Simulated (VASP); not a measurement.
Wanted: the native input for a VASP 6.6.1 run.

- Task: single point
- Functional: PBE
- Potentials or basis: VASP PAW PBE potentials, release 64 (W_sv)
- Cutoff: 520 eV
- k mesh: 18 × 18 × 18
- Occupations: gaussian, width 0.1 eV
- Spin: no spin polarisation
- Dipole correction: no
- Further INCAR settings: ALGO = Normal; EDIFF = 1e-06; NBANDS = 13

The structure of W lies in POSCAR:

```
W
1.0
    0.0000000000      2.0185928055      2.0185928055
    2.0185928055      0.0000000000      2.0185928055
    2.0185928055      2.0185928055      0.0000000000
W
1
Direct
    0.0000000000      0.0000000000      0.0000000000
```

One way to write it, as run:

INCAR

```
SYSTEM = W
PREC = Accurate ; ENCUT = 520
EDIFF = 1E-6 ; ISMEAR = 0
SIGMA = 0.1 ; LREAL = .FALSE.
LASPH = .TRUE. ; NELM = 60
ALGO = Normal ; ISIF = 2
LWAVE = .FALSE. ; LCHARG = .FALSE.
GGA = PE ; NBANDS = 13
```

KPOINTS

```
Automatic mesh
0
G
  18 18 18
  0 0 0
```

Potentials or basis: VASP PAW PBE potentials, release 64 (W_sv).

Run with:

```bash
$ cat potpaw_PBE.64/W_sv/POTCAR > POTCAR
$ mpirun -np 1 vasp_std > vasp.out
```

It gave:

* Pressure: 0.5 GPa
* Band gap on the k mesh: zero (band 7 reaches 13.49 eV, above the bottom of band 8 at 9.90 eV)

Caveat: spin-orbit coupling is left out, which moves the levels of the heavy elements.

Wall time 19 s on 1 thread of Intel(R) Xeon(R) Platinum 8375C CPU @ 2.90GHz (Ice Lake), with other jobs on the host, peak memory 0.17 GiB.
